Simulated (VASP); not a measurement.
Runs of VASP 6.6.1 on SrO. The structure is that of space group Fm-3m (No. 225), or close to it. The cells are those of the table. 

```tsv
level	cell	k mesh	smearing	grid for exact exchange (PRECFOCK)	share of exact exchange	screening parameter	gap on the mesh (eV)	pressure (GPa)
r2SCAN	a = 3.585 Å, angles 60.0°, 2 atoms	8 × 8 × 8	gaussian 0.01 eV	-	-	-	(c)	6.2
HSE06	a = 3.585 Å, angles 60.0°, 2 atoms	6 × 6 × 6	gaussian 0.01 eV	Normal	0.25	0.2079 1/Å	4.73	5.7
r2SCAN	a = 3.623, b = 3.623, c = 3.525 Å, angles 60.9, 60.9, 58.2°, 2 atoms	8 × 8 × 8	gaussian 0.01 eV	-	-	-	3.59	6.6
PBE	a = 3.649, b = 3.665, c = 3.665 Å, angles 59.7, 60.1, 60.1°, 2 atoms	8 × 8 × 8	fermi-dirac 0.02 eV	-	-	-	3.26	1.6
PBE	a = 3.585 Å, angles 60.0°, 2 atoms	8 × 8 × 8	fermi-dirac 0.02 eV	-	-	-	3.24	(a)
r2SCAN	a = 3.649, b = 3.665, c = 3.665 Å, angles 59.7, 60.1, 60.1°, 2 atoms	8 × 8 × 8	gaussian 0.01 eV	-	-	-	3.73	-0.3
PBE	a = 3.623, b = 3.623, c = 3.525 Å, angles 60.9, 60.9, 58.2°, 2 atoms	8 × 8 × 8	fermi-dirac 0.02 eV	-	-	-	3.12	(b)
```

Alike in all rows: task single point; potentials or basis VASP PAW PBE potentials, release 64 (Sr_sv, O); no spin polarisation; cutoff (eV) 520.

Q: Estimate the missing entries.

A: (a) 8.0; (b) 8.3; (c) 3.72.

Caveats: the PAW data sets were made with another functional, which shifts forces and pressure a little (at least some runs); the cell stands under pressure (at least some runs); the stress differs along the axes, from 0 to 10 GPa (at least some runs); the stress differs along the axes, from 2 to 11 GPa (at least some runs).

A k mesh can miss the band edges, and the runs leave out spin-orbit coupling on Sr.
